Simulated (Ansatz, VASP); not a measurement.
# Bi in VASP and in Ansatz

INCAR

```
SYSTEM = Bi
ALGO     = Normal         ! electronic algorithm
EDIFF    = 1E-6           ! SCF threshold, eV
ENCUT    = 520            ! plane-wave cutoff, eV
GGA      = PE             ! functional
ISIF     = 2              ! what is computed and relaxed
ISMEAR   = -1             ! smearing method
LASPH    = .True.         ! aspherical terms in the spheres
LCHARG   = .True.         ! write CHGCAR
LELF     = .True.         ! ELF
LREAL    = .False.        ! projectors in reciprocal space
LVHAR    = .True.       
LWAVE    = .False.        ! write WAVECAR
NBANDS   = 22             ! bands
NELM     = 80             ! most SCF steps
PREC     = Accurate       ! precision mode
SIGMA    = 0.1            ! smearing width, eV
```

Contents of KPOINTS:

```
k-points
0
Gamma
  12 12 12
  0 0 0
```

File POSCAR:

```
Bi
1.0
    2.2924582305      1.3235513765      4.0467531177
   -2.2924582305      1.3235513765      4.0467531177
    0.0000000000     -2.6471027530      4.0467531177
Bi
2
Direct
    0.2337113826      0.2337113826      0.2337113826
    0.7662886174      0.7662886174      0.7662886174
```

Input for Ansatz:

```yaml
crystal:
  lattice:
    - [2.2924582305, 1.3235513765, 4.0467531177]
    - [-2.2924582305, 1.3235513765, 4.0467531177]
    - [0.0, -2.647102753, 4.0467531177]
  atoms:
    - { symbol: Bi, position: [0.2337113826, 0.2337113826, 0.2337113826] }
    - { symbol: Bi, position: [0.7662886174, 0.7662886174, 0.7662886174] }
hamiltonian:
  xc: pbe
  pseudopotentials:
    kind: paw
    azcp:
      Bi: "pseudopotentials/Bi.paw.azcp"
basis:
  ecutwfc: 420
  fft_grid_basis: typed
kpoints:
  mp_grid: { grid: [12, 12, 12], shift: [0, 0, 0] }
magnetization:
  spin_polarized: false
scf:
  occupations: { method: fermi_dirac, width: 0.1 }
  lower_state_search: "off"
output:
  stress: true
```

Alike in both runs: task single point; functional PBE; k mesh 12 × 12 × 12; occupations fermi-dirac, width 0.1 eV; no spin polarisation.

|  | VASP | Ansatz |
| --- | --- | --- |
| version | VASP 6.6.1 | Ansatz 0.2.0 |
| potentials or method | VASP PAW PBE potentials, release 64 (Bi_d), cutoff 520 eV | plane waves (420 eV) with PAW, scalar-relativistic |
| valence electrons in the cell | 30 | 30 |

```tsv
	VASP	Ansatz	Ansatz less VASP
pressure (GPa)	0.0	0.0	+0.04
traceless stress, the component that is largest in VASP (GPa)	0.06	0.05	-0.002
```

Neither program's run includes spin-orbit coupling.
